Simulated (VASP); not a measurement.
Set up this calculation in VASP 6.6.1, as the native input.

* Task: single point
* Functional: PBE
* Potentials or basis: VASP PAW PBE potentials, release 64 (Ta_pv)
* Cutoff: 520 eV
* k mesh: 22 × 22 × 22
* Occupations: fermi-dirac, width 0.1 eV
* Spin: no spin polarisation
* Dipole correction: no
* Further INCAR settings: ALGO = Normal; EDIFF = 1e-06; NBANDS = 12

The structure of Ta lies in POSCAR:

```
Ta
1.0
   -1.6825722114      1.6825722114      1.6825722114
    1.6825722114     -1.6825722114      1.6825722114
    1.6825722114      1.6825722114     -1.6825722114
Ta
1
Direct
    0.0000000000      0.0000000000      0.0000000000
```

This cell differs from its parent crystal: volume scaled by 1.04.

These files were run (other wordings do the same):

INCAR

```
ALGO = Normal
EDIFF = 1E-6
ENCUT = 520
GGA = PE
ISIF = 2
ISMEAR = -1
LASPH = T
LCHARG = F
LREAL = F
LWAVE = F
NBANDS = 12
NELM = 100
PREC = Accurate
SIGMA = 0.1
```

KPOINTS

```
k-points
0
Gamma
  22 22 22
```

Potentials or basis: VASP PAW PBE potentials, release 64 (Ta_pv).

The run is started by

```bash
$ cat potpaw_PBE.64/Ta_pv/POTCAR > POTCAR
$ mpirun -np 1 vasp_std > vasp.out
```

It gave:

The pressure is -7.2 GPa.

It took 26 s on 1 thread of Intel Xeon 6975P-C (shared host), peak memory 0.2 GiB.
